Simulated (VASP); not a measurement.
Runs of VASP 6.6.1 on AlRu. The structure is that of space group Pm-3m (No. 221), or close to it. The cells are those of the table. 

```tsv
cell	gap on the mesh (eV)	pressure (GPa)
a = 3.050 Å, 2 atoms	none	-8.5
a = 3.031 Å, 2 atoms	none	-5.2
a = 2.951 Å, 2 atoms	none	12.2
a = 2.972 Å, 2 atoms	none	(b)
a = 3.011 Å, 2 atoms	none	-1.5
a = 2.992 Å, 2 atoms	none	(a)
a = 2.931 Å, 2 atoms	none	17.8
```

Alike in all rows: task single point; level PBE; potentials or basis VASP PAW PBE potentials, release 64 (Al, Ru_pv); no spin polarisation; k mesh 10 × 10 × 10; cutoff (eV) 520; smearing fermi-dirac 0.05 eV.

Problem. Estimate the missing entries.

Solution. (a) 2.6; (b) 7.1.

A k mesh can miss the band edges, and the runs leave out spin-orbit coupling on Ru.

A gap of «none» marks levels without a gap at the run's occupations.
